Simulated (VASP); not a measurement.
Write the native input for VASP 6.6.1 that does the following.

| Quantity | Value |
| --- | --- |
| Task | single point |
| Functional | PBE |
| Dispersion | D3(BJ) |
| Potentials or basis | VASP PAW PBE potentials, release 64 (C, H) |
| Cutoff | 520 eV |
| k mesh | 1 × 1 × 1 |
| Occupations | fermi-dirac, width 0.05 eV |
| Spin | no spin polarisation |
| Dipole correction | no |
| Further INCAR settings | LREAL = Auto; ALGO = Normal; EDIFF = 1e-06; NBANDS = 58 |

The structure of H10C3 lies in POSCAR:

```
H10C3
1.0
    7.7473110000      0.0000000000      0.0000000000
    0.0000000000      7.7473110000      0.0000000000
    0.0000000000      0.0000000000      7.7473110000
C H
9 30
Direct
    0.3510895587      0.9047268142      0.2707261913
    0.5648798661      0.3135926775      0.3879410546
    0.0017296324      0.8488493621      0.7942239572
   -0.0324370611      0.4164670813      0.1351049416
   -0.0430859172      0.2324935710      0.1040231895
    0.5083441209      0.0461192277      0.8314884997
    0.6102633546     -0.0374968812      0.6870900110
    0.4097808904      0.4813024803      1.0500675654
    0.3886767938      0.5747929830      0.8842293797
    0.3963439702      1.0235551406      0.1885557453
    0.2947087060      0.9467930228      0.3961116315
    0.4608695843      0.8427698333      0.2998201570
    0.2535847599      0.8088871093      0.2282856594
    0.4775076152      0.3350323745      0.4850844377
    0.6083142912      0.4412369660      0.3326186337
    0.4631542480      0.2343651881      0.3135797698
    0.6694839022      0.2311640774      0.4302266941
   -0.1239914081      0.8878693523      0.8516374262
   -0.0274675949      0.7491631613      0.7045154119
    0.0884694057      0.8535993973      0.9133620685
    0.0378324815      0.9409200173      0.6845342855
   -0.0073702992      0.4586752746     -0.0049694662
   -0.1407972392      0.4870076856      0.1896141771
    0.0928322098      0.4611535538      0.2112474896
   -0.0595432402      0.1387449142      0.2116218130
   -0.1708721904      0.2042256984      0.0479263063
    0.0862105574      0.1905177164      0.0330824463
    0.4550869327      0.1588680253      0.7893835681
    0.3983059412     -0.0380906356      0.8751552635
    0.5679131766      0.0447897341      0.9635988538
    0.7148932062      0.0336632930      0.6236873671
    0.6721557970     -0.1645345075      0.7289626039
    0.5074534893     -0.0836806474      0.5845512075
    0.3339610350      0.3622547230      1.0458467461
    0.5419041523      0.4457675702      1.0904299569
    0.3335350808      0.5900240742      1.1369751389
    0.2413869793      0.5721081805      0.8461258364
    0.4081932428      0.7119889727      0.8831967634
    0.4678268370      0.5107062308      0.7656333920
```

One way to write it, as run:

INCAR

```
SYSTEM = H10C3
ALGO = Normal
EDIFF = 1E-6
ENCUT = 520
GGA = PE
GGA_COMPAT = .FALSE.
ISIF = 2
ISMEAR = -1
IVDW = 12
LASPH = .TRUE.
LCHARG = .FALSE.
LREAL = Auto
LWAVE = .FALSE.
NBANDS = 58
NELM = 120
PREC = Accurate
SIGMA = 0.05
```

KPOINTS

```
k-points
0
G
  1 1 1
  0 0 0
```

Potentials or basis: VASP PAW PBE potentials, release 64 (C, H).

The run is started by

```console
$ cat potpaw_PBE.64/C/POTCAR potpaw_PBE.64/H/POTCAR > POTCAR
$ mpirun -np 1 vasp_gam > vasp.out
```

Results of the run:

```yaml
Pressure: -0.9 GPa
Largest_force: 4.396 eV/Å
Band_gap_on_the_k_mesh: 5.65 eV
Dispersion_energy_per_atom: -0.031 eV
```

Caveat: the k points lie up to 0.81 Å⁻¹ apart.

Run time: 110 s on 1 thread of AMD EPYC 7R43 64-Core Processor (Zen 3) (shared host), peak memory 0.41 GiB.
